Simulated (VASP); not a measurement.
# LaTe in VASP: further runs, part 2 of 2

VASP 6.6.1. The steps go on from the part before.

## (3) Single point, LDA (volume scaled by 1.04)

Contents of INCAR:

```
SYSTEM = LaTe
PREC = Accurate
ENCUT = 520
EDIFF = 1E-6
ISMEAR = -1
SIGMA = 0.08
LREAL = .FALSE.
LASPH = .TRUE.
NELM = 60
ALGO = Normal
ISIF = 2
LWAVE = .FALSE.
LCHARG = .FALSE.
NBANDS = 16
```

Contents of KPOINTS:

```
Automatic mesh
0
G
  10 10 10
  0 0 0
```

Contents of POSCAR:

```
LaTe
1.0
    0.0000000000      3.2532548457      3.2532548457
    3.2532548457      0.0000000000      3.2532548457
    3.2532548457      3.2532548457      0.0000000000
La Te
1 1
Direct
    0.0000000000      0.0000000000      0.0000000000
    0.5000000000      0.5000000000      0.5000000000
```

Potentials or basis: VASP PAW LDA potentials, release 64 (La, Te).

Run with:

```bash
$ cat potpaw_LDA.64/La/POTCAR potpaw_LDA.64/Te/POTCAR > POTCAR
$ mpirun -np 1 vasp_std > vasp.out
```

It took 40 s on 1 thread of Intel Xeon Platinum 8488C (Sapphire Rapids), shared host; peak memory 0.22 GiB.

It converged, with:

| Item | Value |
| --- | --- |
| Free energy | -12.5703 eV |
| Pressure | -4.1 GPa |

Levels at points of the mesh, in eV from the Fermi level:
| k point | band 6 | band 7 | band 8 | band 9 | band 10 | band 11 |
| --- | --- | --- | --- | --- | --- | --- |
| (0.00, 0.00, 0.00) | -2.30 | -2.30 | -2.30 | 0.00 | 0.00 | 0.00 |
| (0.50, 0.00, 0.00) | -5.14 | -3.81 | -3.81 | 0.68 | 0.98 | 0.98 |
| (0.50, 0.50, 0.00) | -3.63 | -2.71 | -2.71 | -1.53 | 1.06 | 1.07 |

Caveat: spin-orbit coupling is left out, which moves the levels of the heavy elements.

## (4) Single point, LDA (volume scaled by 1.06)

Contents of INCAR:

```
PREC = Accurate
ENCUT = 520
EDIFF = 1E-6
ISMEAR = -1
SIGMA = 0.08
LREAL = False
LASPH = True
NELM = 60
ALGO = Normal
ISIF = 2
LWAVE = False
LCHARG = False
NBANDS = 16
```

Contents of KPOINTS:

```
Automatic mesh
0
Gamma
  10 10 10
```

Contents of POSCAR:

```
LaTe
1.0
    0.0000000000      3.2739767728      3.2739767728
    3.2739767728      0.0000000000      3.2739767728
    3.2739767728      3.2739767728      0.0000000000
La Te
1 1
Direct
    0.0000000000      0.0000000000      0.0000000000
    0.5000000000      0.5000000000      0.5000000000
```

Run with:

```bash
$ cat potpaw_LDA.64/La/POTCAR potpaw_LDA.64/Te/POTCAR > POTCAR
$ mpirun -np 1 vasp_std > vasp.out
```

Run time: 43 s. Hardware: 1 thread of Intel Xeon Platinum 8488C (Sapphire Rapids), shared host; peak memory 0.22 GiB.

Results (log left out):

* Free energy: -12.5328 eV
* Pressure: -4.9 GPa

Levels at points of the mesh, in eV from the Fermi level:
```csv
k point,band 6,band 7,band 8,band 9,band 10,band 11
"(0.00, 0.00, 0.00)",-2.31,-2.31,-2.31,0.01,0.01,0.01
"(0.50, 0.00, 0.00)",-5.09,-3.77,-3.77,0.66,0.93,0.93
"(0.50, 0.50, 0.00)",-3.64,-2.72,-2.72,-1.48,1.01,1.02
```

Caveat: spin-orbit coupling is left out, which moves the levels of the heavy elements.

## (5) Single point, LDA (equal xx and yy strain of -2 %)

Contents of INCAR:

```
SYSTEM = LaTe
PREC = Accurate
ENCUT = 520
EDIFF = 1E-6
ISMEAR = -1
SIGMA = 0.08
LREAL = .False.
LASPH = .True.
NELM = 80
ALGO = Normal
ISIF = 2
LWAVE = .False.
LCHARG = .True.
LELF = .True.
LVHAR = .True.
NBANDS = 16
```

Contents of KPOINTS:

```
regular mesh
0
Gamma
  10 10 10
  0 0 0
```

Contents of POSCAR:

```
LaTe
1.0
    0.0000000000      3.1467800000      3.2110000000
    3.1467800000      0.0000000000      3.2110000000
    3.1467800000      3.1467800000      0.0000000000
La Te
1 1
Direct
    0.0000000000      0.0000000000      0.0000000000
    0.5000000000      0.5000000000      0.5000000000
```

Potentials or basis: VASP PAW LDA potentials, release 64 (La, Te).

Run with:

```bash
$ cat potpaw_LDA.64/La/POTCAR potpaw_LDA.64/Te/POTCAR > POTCAR
$ mpirun -np 1 vasp_std > vasp.out
```

OUTCAR:

```text
SYSTEM = LaTe
   PREC = Accurate
   ENCUT = 520
   EDIFF = 1E-6
   ISMEAR = -1
   LREAL = .False.
   LASPH = .True.
   NELM = 80
   ISIF = 2

 ion  position               nearest neighbor table
   1  0.000  0.000  0.000-   2 3.15   2 3.15   2 3.15   2 3.15   2 3.21   2 3.21
   2  0.500  0.500  0.500-   1 3.15   1 3.15   1 3.15   1 3.15   1 3.21   1 3.21

  LATTYP: Found a body centered tetragonal cell.
 ALAT       =     4.4502189538
 C/A-ratio  =     1.4430750636

  Lattice vectors:

 A1 = (  -3.1467800000,   0.0000000000,   3.2110000000)
 A2 = (   3.1467800000,   0.0000000000,   3.2110000000)
 A3 = (   0.0000000000,   3.1467800000,  -3.2110000000)

[... 625 lines left out ...]
      6       4.4046      2.00000
[... 8 lines left out ...]
     15      10.2348      0.00000
     16      10.4448      0.00000

 [... further k-points ...]
[... 5 lines left out ...]
  --------------------------------------------------------------------------------------
  -------------------------------------------------------------------------------------
  Total        0.5862619      0.5862619     -0.6528052      0.0000000      0.0000000     -0.0000000
  in kB       14.7706364     14.7706364    -16.4471671      0.0000000      0.0000000     -0.0000000
  external PRESSURE =       4.3647019 kB  Pullay stress =       0.0000000 kB

 VOLUME and BASIS-vectors are now :
 -----------------------------------------------------------------------------
  energy-cutoff  :      520.00
  volume of cell :       63.59
      direct lattice vectors                 reciprocal lattice vectors
     0.000000000  3.146780000  3.211000000    -0.158892582  0.158892582  0.155714731
     3.146780000  0.000000000  3.211000000     0.158892582 -0.158892582  0.155714731
     3.146780000  3.146780000  0.000000000     0.158892582  0.158892582 -0.155714731

 POSITION                                       TOTAL-FORCE (eV/Angst)
 -----------------------------------------------------------------------------------
      0.00000      0.00000      0.00000        -0.000000     -0.000000      0.000000
      3.14678      3.14678      3.21100         0.000000      0.000000      0.000000
 -----------------------------------------------------------------------------------
    total drift:                                0.000000      0.000000      0.000000

  FREE ENERGIE OF THE ION-ELECTRON SYSTEM (eV)
  ---------------------------------------------------
  free  energy   TOTEN  =       -12.6290062473 eV

  energy  without entropy=      -12.5985979599  energy(sigma->0) =      -12.61380210
```

OSZICAR:

```text
N       E                     dE             d eps       ncg     rms          rms(c)
DAV:   1     0.131660079436E+03    0.13166E+03   -0.57566E+03  3304   0.125E+03
DAV:   2     0.253316214543E+01   -0.12913E+03   -0.11567E+03  4056   0.190E+02
DAV:   3    -0.118971067047E+02   -0.14430E+02   -0.14017E+02  4560   0.950E+01
DAV:   4    -0.127034830496E+02   -0.80638E+00   -0.80086E+00  5688   0.182E+01
DAV:   5    -0.127215296184E+02   -0.18047E-01   -0.17970E-01  4360   0.242E+00    0.403E+00
DAV:   6    -0.126459444516E+02    0.75585E-01   -0.24215E-01  5432   0.436E+00    0.261E+00
DAV:   7    -0.126314982874E+02    0.14446E-01   -0.18115E-02  4664   0.777E-01    0.106E+00
DAV:   8    -0.126291668352E+02    0.23315E-02   -0.53510E-03  5304   0.421E-01    0.129E-01
DAV:   9    -0.126290072329E+02    0.15960E-03   -0.12791E-03  4536   0.188E-01    0.512E-02
DAV:  10    -0.126290080299E+02   -0.79703E-06   -0.81158E-05  5576   0.694E-02    0.380E-02
DAV:  11    -0.126290067343E+02    0.12956E-05   -0.35760E-05  5608   0.381E-02    0.679E-03
DAV:  12    -0.126290062473E+02    0.48702E-06   -0.21115E-06  4224   0.135E-02
   1 F= -.12629006E+02 E0= -.12613802E+02  d E =-.304083E-01
```

stdout:

```text
POSCAR found type information on POSCAR LaTe
 POSCAR found :  2 types and       2 ions
 scaLAPACK will be used
 LDA part: xc-table for (Slater(with rela. corr.)+CA(PZ))
 , standard interpolation
 POSCAR, INCAR and KPOINTS ok, starting setup
 FFT: planning ... GRIDC
 FFT: planning ... GRID_SOFT
 FFT: planning ... GRID
 WAVECAR not read
 entering main loop
```

It took 1.9 min on 1 thread of Oxide Virtual Turin-like, shared host; peak memory 0.24 GiB.

Results:

```
Free energy : -12.6290 eV
Pressure    : 0.4 GPa
```

Stress tensor (GPa, compression positive):
```
 1.48  0.00  0.00
 0.00  1.48  0.00
 0.00  0.00 -1.64
```

Caveat: the cell differs from its parent crystal (equal xx and yy strain of -2 %); spin-orbit coupling is left out, which moves the levels of the heavy elements.

## (6) The runs side by side

```tsv
cell	gap on the mesh (eV)	pressure (GPa)
a = 4.571 Å, angles 60.0°, 2 atoms	none	-3.2
a = 4.601 Å, angles 60.0°, 2 atoms	none	-4.1
a = 4.630 Å, angles 60.0°, 2 atoms	none	-4.9
a = 4.496, b = 4.496, c = 4.450 Å, angles 60.3, 60.3, 59.3°, 2 atoms	none	0.4
```

Alike in all rows: task single point; level LDA; potentials or basis VASP PAW LDA potentials, release 64 (La, Te); no spin polarisation; k mesh 10 × 10 × 10; cutoff (eV) 520; smearing fermi-dirac 0.08 eV.

Caveats: spin-orbit coupling is left out, which moves the levels of the heavy elements.

Total energies depend on the potentials used, so only differences within one code and one set of settings carry meaning.
